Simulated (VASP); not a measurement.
# La (P6_3/mmc) in VASP: settings compared

La is run at these levels: PBE, r2SCAN; tasks: single point, relaxation of cell and atoms.

Program: VASP 6.6.1. These are calculated values, not measurements. Logs are shortened: lines on timing, memory, paths and dates and some standing lists are left out, and cuts for length are marked.

### 1 The cell of the first run

The structure is hexagonal, space group P6_3/mmc (No. 194). The conventional cell has a = 3.751 Å, b = 3.751 Å, c = 6.127 Å, α = 90.00°, β = 90.00°, γ = 120.00°. La (site symmetry -6m2) has 12 La at 3.75 Å within 4.9 Å.

### 2 Single point, PBE

INCAR

```
SYSTEM = La
  ALGO = Normal
  EDIFF = 1E-6
  ENCUT = 520
  GGA = PE
  ISIF = 2
  ISMEAR = 0
  LASPH = .True.
  LCHARG = .False.
  LREAL = .False.
  LWAVE = .False.
  NBANDS = 18
  NELM = 100
  PREC = Accurate
  SIGMA = 0.05
```

KPOINTS

```
k-points
0
Gamma
  6 6 4
  0 0 0
```

POSCAR

```
La
1.0
    3.7509925602      0.0000000000      0.0000000000
   -1.8754962801      3.2484548466      0.0000000000
    0.0000000000      0.0000000000      6.1266211817
La
2
Direct
    0.3333333333      0.6666666667      0.7500000000
    0.6666666667      0.3333333333      0.2500000000
```

Potentials or basis: VASP PAW PBE potentials, release 64 (La).

On the command line:

```
cat potpaw_PBE.64/La/POTCAR > POTCAR
mpirun -np 1 vasp_std > vasp.out
```

OUTCAR:

```text
SYSTEM = La
   EDIFF = 1E-6
   ENCUT = 520
   GGA = PE
   ISIF = 2
   ISMEAR = 0
   LASPH = .True.
   LREAL = .False.
   NELM = 100
   PREC = Accurate

 ion  position               nearest neighbor table
   1  0.333  0.667  0.750-
   2  0.667  0.333  0.250-

  LATTYP: Found a hexagonal cell.
 ALAT       =     3.7509925602
 C/A-ratio  =     1.6333333333

  Lattice vectors:

 A1 = (   3.7509925602,   0.0000000000,   0.0000000000)
 A2 = (  -1.8754962801,   3.2484548466,   0.0000000000)
 A3 = (   0.0000000000,   0.0000000000,   6.1266211817)

Analysis of symmetry for initial positions (statically):
=====================================================================
 Subroutine PRICEL returns:
 Original cell was already a primitive cell.

 Routine SETGRP: Setting up the symmetry group for a
 hexagonal supercell.

 Subroutine GETGRP returns: Found 24 space group operations
 (whereof 12 operations were pure point group operations)
 out of a pool of 24 trial point group operations.

The static configuration has the point symmetry D_3d.
 The point group associated with its full space group is D_6h.

Analysis of symmetry for dynamics (positions and initial velocities):
=====================================================================
 Subroutine PRICEL returns:
 Original cell was already a primitive cell.

 Routine SETGRP: Setting up the symmetry group for a
 hexagonal supercell.

 Subroutine GETGRP returns: Found 24 space group operations
 (whereof 12 operations were pure point group operations)
 out of a pool of 24 trial point group operations.

The dynamic configuration has the point symmetry D_3d.
 The point group associated with its full space group is D_6h.

 Subroutine INISYM returns: Found 24 space group operations
 (whereof 12 operations are pure point group operations),
 and found     1 'primitive' translations

----------------------------------------------------------------------------------------

                                     Primitive cell

  volume of cell :      74.6525

  direct lattice vectors                    reciprocal lattice vectors
     3.750992560  0.000000000  0.000000000     0.266596103  0.153919332  0.000000000
    -1.875496280  3.248454847  0.000000000     0.000000000  0.307838664  0.000000000
     0.000000000  0.000000000  6.126621182     0.000000000  0.000000000  0.163222104

  length of vectors
     3.750992560  3.750992560  6.126621182     0.307838664  0.307838664  0.163222104

  position of ions in fractional coordinates (direct lattice)
     0.333333333  0.666666667  0.750000000
     0.666666667  0.333333333  0.250000000

  ion indices of the primitive-cell ions
   primitive index   ion index
                 1           1
                 2           2

----------------------------------------------------------------------------------------

 KPOINTS: k-points

Automatic generation of k-mesh.
 Grid dimensions read from file:
 generate k-points for:    6    6    4

 Generating k-lattice:

  Cartesian coordinates                     Fractional coordinates (reciprocal lattice)
     0.044432684  0.025653222  0.000000000     0.166666667  0.000000000  0.000000000
     0.000000000  0.051306444  0.000000000     0.000000000  0.166666667  0.000000000
     0.000000000  0.000000000  0.040805526     0.000000000  0.000000000  0.250000000

  Length of vectors
     0.051306444  0.051306444  0.040805526

  Shift w.r.t. Gamma in fractional coordinates (k-lattice)
     0.000000000  0.000000000  0.000000000

 Subroutine IBZKPT returns following result:
 ===========================================

 Found     21 irreducible k-points:

 Following reciprocal coordinates:
            Coordinates               Weight
  0.000000  0.000000  0.000000      1.000000
  0.166667  0.000000  0.000000      6.000000
  0.333333  0.000000  0.000000      6.000000
  0.500000  0.000000  0.000000      3.000000
  0.166667  0.166667  0.000000      6.000000
  0.333333  0.166667  0.000000     12.000000
[... 13 lines left out ...]
  0.333333  0.166667  0.500000     12.000000
  0.333333  0.333333  0.500000      2.000000
   k-points           NKPTS =     21   k-points in BZ     NKDIM =     21   number of bands    NBANDS=     18
   number of dos      NEDOS =    301   number of ions     NIONS =      2
   total plane-waves  NPLWV =  37632
   dimension x,y,z NGX =    28 NGY =   28 NGZ =   48
   dimension x,y,z NGXF=    56 NGYF=   56 NGZF=   96
   ions per type =               2
   NGX,Y,Z   is equivalent  to a cutoff of  12.41, 12.41, 13.02 a.u.
   NGXF,Y,Z  is equivalent  to a cutoff of  24.82, 24.82, 26.05 a.u.
 SYSTEM =  La
   PREC   = accura    normal or accurate (medium, high low for compatibility)
   ISTART =      0    job   : 0-new  1-cont  2-samecut
   ICHARG =      2    charge: 1-file 2-atom 10-const
   ISPIN  =      1    spin polarized calculation?
   LNONCOLLINEAR =      F non collinear calculations
   LSORBIT =      F    spin-orbit coupling
[... 21 lines left out ...]
   IMIX   =      4    mixing-type and parameters
     AMIX     =   0.40;   BMIX     =  1.00
     AMIX_MAG =   1.60;   BMIX_MAG =  1.00
  volume/ion in A,a.u.               =      37.33       251.89
  Fermi-wavevector in a.u.,A,eV,Ry     =   1.089434  2.058732 16.148307  1.186867
  Thomas-Fermi vector in A             =   2.225637
   LORBIT       =      0    0 simple, 1 ext, 2 COOP (PROOUT), +10 PAW based schemes
   GGA     = PE    functional components
   LHFCALC =     F    Hartree Fock is set to
   AEXX    =    0.0000 exact exchange contribution
   IVDW    =     0    specifies the selected vdW correction
   LEPSILON=     F    determine dielectric tensor
   LRPA    =     F    only Hartree local field effects (RPA)
 non-spin polarized calculation
 Gauss-broadening in eV      SIGMA  =   0.05
  energy-cutoff  :      520.00
  volume of cell :       74.65
 maximum number of plane-waves:      2022
 NGX is ok and might be reduce to    28
   NGX = 13   NGY = 13   NGZ = 23

 number of electron      21.9999998 magnetization

 Free energy of the ion-electron system (eV)
  ---------------------------------------------------
  ext. energy  EPLUGINS =         0.00000000
  ---------------------------------------------------
  free energy    TOTEN  =        -9.70493610 eV

  energy without entropy =       -9.69950457  energy(sigma->0) =       -9.70222034

 E-fermi :   7.7661     XC(G=0):  -9.5415

 val. band max:        7.7571025998   @ k =   0.3333   0.1667   0.5000
 cond. band min:       7.8244813917   @ k =   0.1667   0.0000   0.5000
 fundamental gap:      0.0673787919
 Fermi energy:         7.7660732346

 k-point     1 :       0.0000    0.0000    0.0000
  band No.  band energies     occupation
      1     -25.0613      2.00000
      2     -24.8698      2.00000
      3      -9.4190      2.00000
      4      -8.2447      2.00000
      5      -8.2447      2.00000
      6      -8.0712      2.00000
[... 10 lines left out ...]
     17       9.5208      0.00000
     18       9.6082      0.00000

 k-point     2 :       0.1667    0.0000    0.0000
  band No.  band energies     occupation
      1     -25.0190      2.00000
      2     -24.8494      2.00000
      3      -9.3076      2.00000
      4      -8.5268      2.00000
      5      -8.3549      2.00000
      6      -8.3295      2.00000
[... 10 lines left out ...]
     17       9.4958      0.00000
     18       9.5715      0.00000

 k-point     3 :       0.3333    0.0000    0.0000
  band No.  band energies     occupation
      1     -24.9262      2.00000
      2     -24.8148      2.00000
      3      -9.0618      2.00000
      4      -9.0315      2.00000
      5      -8.8604      2.00000
      6      -8.4830      2.00000
[... 10 lines left out ...]
     17       9.6331      0.00000
     18       9.6567      0.00000

 k-point     4 :       0.5000    0.0000    0.0000
  band No.  band energies     occupation
      1     -24.8695      2.00000
      2     -24.8068      2.00000
      3      -9.3144      2.00000
      4      -9.0912      2.00000
      5      -8.8213      2.00000
      6      -8.5546      2.00000
[... 312 lines left out ...]
      4      -9.0222      2.00000
      5      -8.4702      2.00000
      6      -8.4702      2.00000
[... 10 lines left out ...]
     17       9.6834      0.00000
     18       9.6999      0.00000

 k-point    20 :       0.3333    0.1667    0.5000
  band No.  band energies     occupation
      1     -24.8382      2.00000
      2     -24.8382      2.00000
      3      -9.2518      2.00000
      4      -9.2518      2.00000
      5      -8.6294      2.00000
      6      -8.6294      2.00000
[... 10 lines left out ...]
     17       9.6842      0.00000
     18       9.6909      0.00000

 k-point    21 :       0.3333    0.3333    0.5000
  band No.  band energies     occupation
      1     -24.8218      2.00000
      2     -24.8218      2.00000
      3      -9.1568      2.00000
      4      -9.1568      2.00000
      5      -8.8972      2.00000
      6      -8.8972      2.00000
[... 10 lines left out ...]
     17       9.5027      0.00000
     18       9.5027      0.00000

------------------------ aborting loop because EDIFF is reached ----------------------------------------

  FORCE on cell =-STRESS in cart. coord.  units (eV):
  Direction    XX          YY          ZZ          XY          YZ          ZX
  --------------------------------------------------------------------------------------
  -------------------------------------------------------------------------------------
  Total        0.1475540      0.1475540      0.1695173      0.0000000      0.0000000     -0.0000000
  in kB        3.1667780      3.1667780      3.6381494      0.0000000      0.0000000     -0.0000000
  external PRESSURE =       3.3239018 kB  Pullay stress =       0.0000000 kB

 VOLUME and BASIS-vectors are now :
 -----------------------------------------------------------------------------
  energy-cutoff  :      520.00
  volume of cell :       74.65
      direct lattice vectors                 reciprocal lattice vectors
     3.750992560  0.000000000  0.000000000     0.266596103  0.153919332  0.000000000
    -1.875496280  3.248454847  0.000000000     0.000000000  0.307838664  0.000000000
     0.000000000  0.000000000  6.126621182     0.000000000  0.000000000  0.163222104

 POSITION                                       TOTAL-FORCE (eV/Angst)
 -----------------------------------------------------------------------------------
     -0.00000      2.16564      4.59497        -0.000000      0.000000      0.000000
      1.87550      1.08282      1.53166         0.000000     -0.000000      0.000000
 -----------------------------------------------------------------------------------
    total drift:                               -0.000000      0.000000     -0.000000

  FREE ENERGIE OF THE ION-ELECTRON SYSTEM (eV)
  ---------------------------------------------------
  free  energy   TOTEN  =        -9.7049360996 eV

  energy  without entropy=       -9.6995045722  energy(sigma->0) =       -9.70222034
```

Run time: 32 s. Hardware: 1 thread of Intel Xeon Platinum 8488C (Sapphire Rapids), shared host; peak memory 0.19 GiB.

Results:

* Free energy: -9.7049 eV
* Pressure: 0.3 GPa
* Band gap on the k mesh: zero (bands 11 and 12 overlap by 1.47 eV)

Caveat: spin-orbit coupling is left out, which moves the levels of the heavy elements.

### 3 Relaxation of cell and atoms, PBE

INCAR

```
PREC = Accurate ; ENCUT = 600
EDIFF = 1E-6 ; ISMEAR = 0
SIGMA = 0.05 ; LREAL = F
LASPH = T ; NELM = 100
ALGO = Normal ; ISIF = 3
LWAVE = F ; LCHARG = F
GGA = PE ; IBRION = 2
NSW = 80 ; EDIFFG = -0.03
```

KPOINTS

```
regular mesh
0
Gamma
  6 6 4
```

POSCAR is that of step 2.

Potentials or basis: VASP PAW PBE potentials, release 64 (La).

On the command line:

```
cat potpaw_PBE.64/La/POTCAR > POTCAR
mpirun -np 1 vasp_std > vasp.out
```

It took 56 s on 1 thread of Intel Xeon Platinum 8488C (Sapphire Rapids), shared host; peak memory 0.21 GiB.

Results (log left out):

| Property | Result |
| --- | --- |
| Free energy | -9.7073 eV |
| Relaxed volume | 37.72 Å³/atom |
| Relaxed cell | a = 3.764 Å, b = 3.764 Å, c = 6.150 Å, α = 90.00°, β = 90.00°, γ = 120.00° |
| Space group after relaxing (to 0.1 Å) | P6_3/mmc (No. 194) |
| Energy gained by relaxing | 0.4 meV/atom |
| Ionic steps | 2 |
| Pressure after relaxing | 0.0 GPa |
| Band gap on the k mesh | zero (bands 11 and 12 overlap by 1.46 eV) |

The path:
```tsv
step	energy change (eV)	largest force (eV/Å)	pressure (GPa)	volume (Å³)
1	0.0000	0.0000	0.31	74.65
2	-0.0008	0.0000	0.02	75.44
```

Final structure:
```xyz
2
Lattice="3.7635 0.0000 0.0000 -1.8818 3.2593 0.0000 0.0000 0.0000 6.1505" Properties=species:S:1:pos:R:3 pbc="T T T"
La    0.0000    2.1729    4.6128
La    1.8818    1.0864    1.5376
```

Levels at points of the mesh, in eV from the Fermi level:
```
           k point  band 8  band 9  band 10  band 11  band 12  band 13  band 14  band 15
(0.00, 0.00, 0.00)  -15.87   -3.14    -1.69     1.11     1.38     1.38     1.56     1.63
(0.50, 0.00, 0.00)  -16.04   -1.51    -1.12    -1.09     1.19     1.27     1.32     1.51
(0.00, 0.00, 0.50)  -15.96   -1.86    -1.86     0.61     0.61     1.44     1.44     1.44
(0.50, 0.00, 0.50)  -16.20   -1.60    -1.60    -0.35    -0.35     1.57     1.57     1.79
```

Caveat: spin-orbit coupling is left out, which moves the levels of the heavy elements.

### 4 Single point, r2SCAN

This run uses another cell than the first one, of 37.96 Å³/atom.

POSCAR

```
La
1.0
    3.8137484082      0.0000000000      0.0000000000
   -1.9068742041      3.3028030051      0.0000000000
    0.0000000000      0.0000000000      6.0266123844
La
2
Direct
    0.3333333333      0.6666666667      0.7500000000
    0.6666666667      0.3333333333      0.2500000000
```

INCAR.step1

```
SYSTEM = La
PREC = Accurate
ENCUT = 520
ISMEAR = 0
SIGMA = 0.05
LREAL = .FALSE.
LASPH = .TRUE.
NELM = 100
NBANDS = 18
GGA = PE
ALGO = Normal
EDIFF = 1E-4
LWAVE = .TRUE.
LCHARG = .FALSE.
```

INCAR.step2

```
SYSTEM = La
PREC = Accurate
ENCUT = 520
EDIFF = 1E-6
ISMEAR = 0
SIGMA = 0.05
LREAL = .FALSE.
LASPH = .TRUE.
NELM = 100
ALGO = Normal
ISIF = 2
LWAVE = .FALSE.
LCHARG = .FALSE.
METAGGA = R2SCAN
LMIXTAU = .TRUE.
NBANDS = 18
ISTART = 1
```

KPOINTS

```
Automatic mesh
0
G
  14 14 8
  0 0 0
```

On the command line:

```
cat potpaw_PBE.64/La/POTCAR > POTCAR
cp INCAR.step1 INCAR
mpirun -np 1 vasp_std > vasp.out
cp INCAR.step2 INCAR
mpirun -np 1 vasp_std > vasp.out
```

Run time: 11 min. Hardware: 1 thread of Intel Xeon Platinum 8488C (Sapphire Rapids), shared host; peak memory 0.3 GiB.

It converged, with:

```
Free energy            : -59.4245 eV
Pressure               : 0.1 GPa
Band gap on the k mesh : zero (bands 11 and 12 overlap by 1.75 eV)
```

Levels at points of the mesh, in eV from the Fermi level:
```tsv
k point	band 9	band 10	band 11	band 12	band 13	band 14
(0.00, 0.00, 0.00)	-3.32	-1.81	1.37	1.41	1.41	1.79
(0.50, 0.00, 0.00)	-1.64	-1.16	-1.15	1.14	1.26	1.54
(0.00, 0.00, 0.50)	-1.91	-1.91	0.67	0.67	1.45	1.45
(0.50, 0.00, 0.50)	-1.69	-1.69	-0.28	-0.28	1.77	1.77
```

Caveat: the PAW data sets were made with another functional, which shifts forces and pressure a little; spin-orbit coupling is left out, which moves the levels of the heavy elements.

### 5 Single point, r2SCAN (37.43 Å³/atom)

This run uses another cell than the first one, of 37.43 Å³/atom.

POSCAR

```
La
1.0
    3.7960154266      0.0000000000      0.0000000000
   -1.8980077133      3.2874457926      0.0000000000
    0.0000000000      0.0000000000      5.9985901357
La
2
Direct
    0.3333333333      0.6666666667      0.7500000000
    0.6666666667      0.3333333333      0.2500000000
```

INCAR.step1

```
ALGO = Normal
EDIFF = 1E-4
ENCUT = 520
GGA = PE
ISMEAR = 0
LASPH = T
LCHARG = F
LREAL = F
LWAVE = T
NBANDS = 18
NELM = 100
PREC = Accurate
SIGMA = 0.05
```

INCAR.step2

```
ALGO = Normal
EDIFF = 1E-6
ENCUT = 520
ISIF = 2
ISMEAR = 0
ISTART = 1
LASPH = T
LCHARG = F
LMIXTAU = T
LREAL = F
LWAVE = F
METAGGA = R2SCAN
NBANDS = 18
NELM = 100
PREC = Accurate
SIGMA = 0.05
```

KPOINTS

```
k-points
0
Gamma
  14 14 8
```

On the command line:

```
cat potpaw_PBE.64/La/POTCAR > POTCAR
cp INCAR.step1 INCAR
mpirun -np 1 vasp_std > vasp.out
cp INCAR.step2 INCAR
mpirun -np 1 vasp_std > vasp.out
```

Run time: 10 min. Hardware: 1 thread of Intel Xeon Platinum 8488C (Sapphire Rapids), shared host; peak memory 0.32 GiB.

Results (log left out):

```
Free energy            : -59.4228 eV
Pressure               : 0.4 GPa
Band gap on the k mesh : zero (bands 11 and 12 overlap by 1.76 eV)
```

Levels at points of the mesh, in eV from the Fermi level:
```
           k point  band 8  band 9  band 10  band 11  band 12  band 13  band 14  band 15
(0.00, 0.00, 0.00)  -16.53   -3.31    -1.83     1.37     1.42     1.42     1.81     1.90
(0.50, 0.00, 0.00)  -16.76   -1.68    -1.19    -1.15     1.19     1.26     1.56     1.77
(0.00, 0.00, 0.50)  -16.72   -1.89    -1.89     0.68     0.68     1.46     1.46     1.46
(0.50, 0.00, 0.50)  -16.91   -1.71    -1.71    -0.30    -0.30     1.80     1.80     1.99
```

Caveat: the PAW data sets were made with another functional, which shifts forces and pressure a little; spin-orbit coupling is left out, which moves the levels of the heavy elements.

### 6 Single point, r2SCAN (37.96 Å³/atom)

This run uses another cell than the first one, of 37.96 Å³/atom.

POSCAR

```
La
1.0
    3.8137484082      0.0000000000      0.0000000000
   -1.9068742041      3.3028030051      0.0000000000
    0.0000000000      0.0000000000      6.0266123844
La
2
Direct
    0.3333333333      0.6666666667      0.7500000000
    0.6666666667      0.3333333333      0.2500000000
```

INCAR.step1

```
PREC = Accurate
ENCUT = 520
ISMEAR = 0
SIGMA = 0.05
LREAL = F
LASPH = T
NELM = 100
NBANDS = 18
GGA = PE
ALGO = Normal
EDIFF = 1E-4
LWAVE = T
LCHARG = F
```

INCAR.step2

```
PREC = Accurate
ENCUT = 520
EDIFF = 1E-6
ISMEAR = 0
SIGMA = 0.05
LREAL = F
LASPH = T
NELM = 100
ALGO = Normal
ISIF = 2
LWAVE = F
LCHARG = F
METAGGA = R2SCAN
LMIXTAU = T
NBANDS = 18
ISTART = 1
```

KPOINTS

```
regular mesh
0
Gamma
  14 14 8
```

Potentials or basis: VASP PAW PBE potentials, release 64 (La).

On the command line:

```
cat potpaw_PBE.64/La/POTCAR > POTCAR
cp INCAR.step1 INCAR
mpirun -np 1 vasp_std > vasp.out
cp INCAR.step2 INCAR
mpirun -np 1 vasp_std > vasp.out
```

Wall time 8.9 min (1 thread of Intel Xeon Platinum 8488C (Sapphire Rapids), shared host); peak memory 0.31 GiB.

Results (log left out):

| Item | Value |
| --- | --- |
| Free energy | -59.4245 eV |
| Pressure | 0.1 GPa |
| Band gap on the k mesh | zero (bands 11 and 12 overlap by 1.75 eV) |

Levels at points of the mesh, in eV from the Fermi level:
```
           k point  band 9  band 10  band 11  band 12  band 13  band 14
(0.00, 0.00, 0.00)   -3.32    -1.81     1.37     1.41     1.41     1.79
(0.50, 0.00, 0.00)   -1.64    -1.16    -1.15     1.14     1.26     1.54
(0.00, 0.00, 0.50)   -1.91    -1.91     0.67     0.67     1.45     1.45
(0.50, 0.00, 0.50)   -1.69    -1.69    -0.28    -0.28     1.77     1.77
```

Caveat: the PAW data sets were made with another functional, which shifts forces and pressure a little; spin-orbit coupling is left out, which moves the levels of the heavy elements.

### 7 Summary

```csv
task,level,cell,k mesh,cutoff (eV),gap on the mesh (eV),pressure (GPa)
single point,PBE,"a = 3.751, b = 3.751, c = 6.127 Å, angles 90.0, 90.0, 120.0°, 2 atoms",6 × 6 × 4,520,none,0.3
relaxation of cell and atoms,PBE,"relaxed from a = 3.751, b = 3.751, c = 6.127 Å, angles 90.0, 90.0, 120.0°, 2 atoms",6 × 6 × 4,600,none,0.0
single point,r2SCAN,"a = 3.814, b = 3.814, c = 6.027 Å, angles 90.0, 90.0, 120.0°, 2 atoms",14 × 14 × 8,520,none,0.1
single point,r2SCAN,"a = 3.796, b = 3.796, c = 5.999 Å, angles 90.0, 90.0, 120.0°, 2 atoms",14 × 14 × 8,520,none,0.4
```

Alike in all rows: potentials or basis VASP PAW PBE potentials, release 64 (La); no spin polarisation; smearing gaussian 0.05 eV.

Caveats: spin-orbit coupling is left out, which moves the levels of the heavy elements; the PAW data sets were made with another functional, which shifts forces and pressure a little (at least some runs).

Total energies depend on the potentials used, so only differences within one code and one set of settings carry meaning.

The gap in the log of VASP goes by the Fermi energy; the results here count the filled bands.